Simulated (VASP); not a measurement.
# GaN (P6_3mc) in VASP: further runs, part 2 of 2

VASP 6.6.1.

## 4. Relaxation of shape and atoms at fixed volume, BLYP+D3(BJ) (volume scaled by 1.02)

Contents of INCAR:

```
AGGAC = 1.0 ; AGGAX = 1.0
ALDAC = 0.0 ; ALDAX = 1.0
ALGO = Normal ; EDIFF = 1E-6
EDIFFG = -0.01 ; ENCUT = 600
GGA = B5 ; IBRION = 2
ISIF = 4 ; ISMEAR = 0
IVDW = 12 ; LASPH = T
LCHARG = F ; LREAL = F
LWAVE = F ; NELM = 100
NSW = 60 ; PREC = Accurate
SIGMA = 0.05 ; VDW_A1 = 0.4298
VDW_A2 = 4.2359 ; VDW_S6 = 1.0
VDW_S8 = 2.6996
```

Contents of KPOINTS:

```
k-points
0
Gamma
  8 8 6
```

Contents of POSCAR:

```
GaN
1.0
    3.2223606696      0.0000000001      0.0000000000
   -1.6111803349      2.7906462000      0.0000000000
    0.0000000000      0.0000000000      5.2605621739
Ga N
2 2
Direct
    0.3333333333      0.6666666667     -0.0005890889
    0.6666666667      0.3333333333      0.4994109111
    0.3333333333      0.6666666667      0.3755890889
    0.6666666667      0.3333333333      0.8755890889
```

Run with:

```
cat potpaw_PBE.64/Ga_d/POTCAR potpaw_PBE.64/N/POTCAR > POTCAR
mpirun -np 1 vasp_std > vasp.out
```

It took 80 s on 1 thread of Intel Xeon Platinum 8259CL at 2.50GHz (Skylake/Cascade Lake), shared host; peak memory 0.21 GiB.

It converged, with:

```
Free energy                : -24.1808 eV
Pressure after relaxing    : -2.3 GPa
Band gap on the k mesh     : 1.74 eV, direct
Dispersion energy per atom : -0.540 eV
```

Final structure:
```cif
data_structure
_symmetry_space_group_name_H-M 'P 1'
_symmetry_Int_Tables_number 1
_cell_length_a 3.2224
_cell_length_b 3.2224
_cell_length_c 5.2606
_cell_angle_alpha 90.000
_cell_angle_beta 90.000
_cell_angle_gamma 120.000
_cell_volume 47.31
loop_
_atom_site_label
_atom_site_type_symbol
_atom_site_fract_x
_atom_site_fract_y
_atom_site_fract_z
_atom_site_occupancy
Ga1 Ga 0.33333 0.66667 0.99941 1
Ga2 Ga 0.66667 0.33333 0.49941 1
N1 N 0.33333 0.66667 0.37559 1
N2 N 0.66667 0.33333 0.87559 1
```

Levels at points of the mesh, in eV from the valence-band top:
```csv
k point,band 16,band 17,band 18,band 19,band 20,band 21
"(0.00, 0.00, 0.00)",-0.05,0.00,0.00,1.74,4.07,9.06
"(0.50, 0.00, 0.00)",-2.58,-2.05,-0.95,5.12,5.36,6.09
"(0.00, 0.00, 0.50)",-0.50,-0.50,-0.50,4.06,4.06,8.36
"(0.50, 0.00, 0.50)",-1.83,-1.82,-1.82,4.41,4.41,7.55
```

Caveat: the relaxation stopped at its first step, so nothing moved; the PAW data sets were made with another functional, which shifts forces and pressure a little.

## 5. Relaxation of shape and atoms at fixed volume, revPBE+D3(BJ) (volume scaled by 1.04)

Contents of INCAR:

```
SYSTEM = GaN
PREC = Accurate
ENCUT = 600
EDIFF = 1E-6
ISMEAR = 0
SIGMA = 0.05
LREAL = .False.
LASPH = .True.
NELM = 100
ALGO = Normal
ISIF = 4
LWAVE = .False.
LCHARG = .False.
GGA = RE
IVDW = 12
IBRION = 2
NSW = 60
EDIFFG = -0.01
```

Contents of KPOINTS:

```
Automatic mesh
0
Gamma
  8 8 6
  0 0 0
```

Contents of POSCAR:

```
GaN
1.0
    3.2345107339      0.0000000001      0.0000000000
   -1.6172553670      2.8011684643      0.0000000000
    0.0000000000      0.0000000000      5.2718125456
Ga N
2 2
Direct
    0.3333333333      0.6666666667     -0.0007740105
    0.6666666667      0.3333333333      0.4992259895
    0.3333333333      0.6666666667      0.3757740105
    0.6666666667      0.3333333333      0.8757740105
```

Run with:

```
cat potpaw_PBE.64/Ga_d/POTCAR potpaw_PBE.64/N/POTCAR > POTCAR
mpirun -np 1 vasp_std > vasp.out
```

Wall time 64 s (1 thread of Intel Xeon Platinum 8259CL at 2.50GHz (Skylake/Cascade Lake), shared host); peak memory 0.21 GiB.

It converged, with:

```yaml
Free_energy: -24.8188 eV
Pressure_after_relaxing: -6.7 GPa
Largest_force_after_relaxing: 0.005 eV/Å
Band_gap_on_the_k_mesh: 1.65 eV, direct
Dispersion_energy_per_atom: -0.468 eV
```

Forces in eV/Å, atoms in the order of the input:
```
Ga   0.000  0.000 -0.005
Ga   0.000  0.000 -0.005
N    0.000  0.000  0.005
N    0.000  0.000  0.005
```

Stress tensor (GPa, compression positive):
```
-6.69  0.00  0.00
 0.00 -6.69  0.00
 0.00  0.00 -6.61
```

Final structure:
```
CELL_PARAMETERS angstrom
3.23451 0.00000 0.00000
-1.61726 2.80117 0.00000
0.00000 0.00000 5.27181
ATOMIC_POSITIONS crystal
Ga 0.33333 0.66667 0.99923
Ga 0.66667 0.33333 0.49923
N 0.33333 0.66667 0.37577
N 0.66667 0.33333 0.87577
```

Levels at points of the mesh, in eV from the valence-band top:
| k point | band 14 | band 15 | band 16 | band 17 | band 18 | band 19 | band 20 | band 21 | band 22 |
| --- | --- | --- | --- | --- | --- | --- | --- | --- | --- |
| (0.00, 0.00, 0.00) | -0.97 | -0.97 | -0.04 | 0.00 | 0.00 | 1.65 | 4.03 | 9.01 | 9.69 |
| (0.50, 0.00, 0.00) | -5.12 | -3.99 | -2.58 | -2.06 | -0.94 | 5.00 | 5.32 | 6.00 | 8.29 |
| (0.00, 0.00, 0.50) | -3.76 | -0.50 | -0.50 | -0.50 | -0.50 | 4.01 | 4.01 | 8.30 | 8.30 |
| (0.50, 0.00, 0.50) | -6.34 | -1.83 | -1.83 | -1.80 | -1.80 | 4.31 | 4.31 | 7.53 | 7.53 |

Caveat: the relaxation stopped at its first step, so nothing moved; the PAW data sets were made with another functional, which shifts forces and pressure a little.

## 6. Relaxation of shape and atoms at fixed volume, BLYP+D3(BJ) (volume scaled by 1.04)

Contents of INCAR:

```
SYSTEM = GaN
  AGGAC = 1.0
  AGGAX = 1.0
  ALDAC = 0.0
  ALDAX = 1.0
  ALGO = Normal
  EDIFF = 1E-7
  EDIFFG = -0.01
  ENCUT = 600
  GGA = B5
  IBRION = 2
  ISIF = 4
  ISMEAR = 0
  IVDW = 12
  LASPH = .TRUE.
  LCHARG = .FALSE.
  LREAL = .FALSE.
  LWAVE = .FALSE.
  NELM = 80
  NSW = 60
  PREC = Accurate
  SIGMA = 0.05
  VDW_A1 = 0.4298
  VDW_A2 = 4.2359
  VDW_S6 = 1.0
  VDW_S8 = 2.6996
```

Contents of KPOINTS:

```
k-points
0
G
  8 8 6
  0 0 0
```

Contents of POSCAR:

```
GaN
1.0
    3.2432856758      0.0000000001      0.0000000000
   -1.6216428380      2.8087677869      0.0000000000
    0.0000000000      0.0000000000      5.2947226257
Ga N
2 2
Direct
    0.3333333333      0.6666666667     -0.0005890889
    0.6666666667      0.3333333333      0.4994109111
    0.3333333333      0.6666666667      0.3755890889
    0.6666666667      0.3333333333      0.8755890889
```

Potentials or basis: VASP PAW PBE potentials, release 64 (Ga_d, N).

Run with:

```
cat potpaw_PBE.64/Ga_d/POTCAR potpaw_PBE.64/N/POTCAR > POTCAR
mpirun -np 1 vasp_std > vasp.out
```

Run time: 97 s. Hardware: 1 thread of Intel Xeon Platinum 8259CL at 2.50GHz (Skylake/Cascade Lake), shared host; peak memory 0.21 GiB.

Results (log left out):

```
Free energy                : -24.1607 eV
Pressure after relaxing    : -5.3 GPa
Band gap on the k mesh     : 1.61 eV, direct
Dispersion energy per atom : -0.529 eV
```

Forces on the atoms (eV/Å):
```
Ga   0.000  0.000 -0.003
Ga   0.000  0.000 -0.003
N    0.000  0.000  0.003
N    0.000  0.000  0.003
```

Final structure:
```xyz
4
Lattice="3.2433 0.0000 0.0000 -1.6216 2.8088 0.0000 0.0000 0.0000 5.2947" Properties=species:S:1:pos:R:3 pbc="T T T"
Ga    0.0000    1.8725    5.2916
Ga    1.6216    0.9363    2.6442
N     0.0000    1.8725    1.9886
N     1.6216    0.9363    4.6360
```

Levels at points of the mesh, in eV from the valence-band top:
```
           k point  band 15  band 16  band 17  band 18  band 19  band 20  band 21  band 22
(0.00, 0.00, 0.00)    -0.95    -0.05     0.00     0.00     1.61     3.95     8.95     9.61
(0.50, 0.00, 0.00)    -3.91    -2.52    -2.00    -0.93     5.05     5.22     6.05     8.08
(0.00, 0.00, 0.50)    -0.49    -0.49    -0.49    -0.49     3.93     3.93     8.25     8.25
(0.50, 0.00, 0.50)    -1.79    -1.79    -1.78    -1.78     4.34     4.34     7.42     7.42
```

Caveat: the relaxation stopped at its first step, so nothing moved; the PAW data sets were made with another functional, which shifts forces and pressure a little.

## 7. Overview

| level | cell | gap on the mesh (eV) | pressure (GPa) |
| --- | --- | --- | --- |
| revPBE+D3(BJ) | relaxed from a = 3.172, b = 3.172, c = 5.166 Å, angles 90.0, 90.0, 120.0°, 4 atoms | 2.05 | 3.5 |
| BLYP | relaxed from a = 3.177, b = 3.177, c = 5.175 Å, angles 90.0, 90.0, 120.0°, 4 atoms | 2.06 | 14.3 |
| BLYP+D3(BJ) | relaxed from a = 3.222, b = 3.222, c = 5.261 Å, angles 90.0, 90.0, 120.0°, 4 atoms | 1.74 | -2.3 |
| revPBE+D3(BJ) | relaxed from a = 3.235, b = 3.235, c = 5.272 Å, angles 90.0, 90.0, 120.0°, 4 atoms | 1.65 | -6.7 |
| BLYP+D3(BJ) | relaxed from a = 3.243, b = 3.243, c = 5.295 Å, angles 90.0, 90.0, 120.0°, 4 atoms | 1.61 | -5.3 |

Alike in all rows: task relaxation of shape and atoms at fixed volume; potentials or basis VASP PAW PBE potentials, release 64 (Ga_d, N); no spin polarisation; k mesh 8 × 8 × 6; cutoff (eV) 600; smearing gaussian 0.05 eV.

Caveats: the relaxation stopped at its first step, so nothing moved; the PAW data sets were made with another functional, which shifts forces and pressure a little.

Absolute energies hang on the potentials; compare differences alone.
